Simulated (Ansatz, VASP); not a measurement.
# SnO2: VASP beside Ansatz

The input INCAR:

```
SYSTEM = SnO2
PREC = Accurate ; ENCUT = 520
EDIFF = 1E-6 ; ISMEAR = 0
SIGMA = 0.05 ; LREAL = .FALSE.
LASPH = .TRUE. ; NELM = 80
ALGO = Normal ; ISIF = 2
LWAVE = .FALSE. ; LCHARG = .FALSE.
GGA = PE ; NBANDS = 35
```

Contents of KPOINTS:

```
regular mesh
0
G
  6 6 8
  0 0 0
```

POSCAR

```
SnO2
1.0
    4.8277049961      0.0000000000      0.0000000000
    0.0000000000      4.8277049961      0.0000000000
    0.0000000000      0.0000000000      3.2379909406
Sn O
2 4
Direct
   -0.0414275520      0.0000000000     -0.0308833477
    0.5000000000      0.5000000000      0.5000000000
    0.3066050863      0.3066050863      0.0000000000
    0.1933949137      0.8066050863      0.5000000000
    0.6933949137      0.6933949137      0.0000000000
    0.8066050863      0.1933949137      0.5000000000
```

Input for Ansatz:

```yaml
crystal:
  lattice:
    - [4.8277049961, 0.0, 0.0]
    - [0.0, 4.8277049961, 0.0]
    - [0.0, 0.0, 3.2379909406]
  atoms:
    - { symbol: Sn, position: [-0.041427552, 0.0, -0.0308833477] }
    - { symbol: Sn, position: [0.5, 0.5, 0.5] }
    - { symbol: O, position: [0.3066050863, 0.3066050863, 0.0] }
    - { symbol: O, position: [0.1933949137, 0.8066050863, 0.5] }
    - { symbol: O, position: [0.6933949137, 0.6933949137, 0.0] }
    - { symbol: O, position: [0.8066050863, 0.1933949137, 0.5] }
kpoints:
  mp_grid: { grid: [6, 6, 8] }
hamiltonian:
  xc: pbe
scf:
  occupations: { method: gaussian, width: 0.05 }
  lower_state_search: "off"
output:
  forces: true
  eigenvalues: true
  stress: true
accuracy: medium
```

Alike in both runs: task single point; functional PBE; k mesh 6 × 6 × 8; occupations gaussian, width 0.05 eV; no spin polarisation.

```csv
,VASP,Ansatz
version,VASP 6.6.1,Ansatz 0.2.0
potentials or method,"VASP PAW PBE potentials, release 64 (Sn_d, O)","scalar-relativistic, plane waves, PAW"
plane-wave cutoff (eV),520,420
valence electrons in the cell,52,52
```

|  | VASP | Ansatz | Ansatz less VASP |
| --- | --- | --- | --- |
| gap on the k mesh at the Fermi level (eV) | 0.37 | 0.38 | +0.017 |
| pressure (GPa) | 3.4 | 2.9 | -0.54 |
| traceless stress, the component that is largest in VASP (GPa) | -2.73 | -2.74 | -0.005 |
| rms of the force components (eV/Å) | 1.345 | 1.329 | -0.0161 |

Atom by atom the forces differ by 0.022 eV/Å (rms over components).
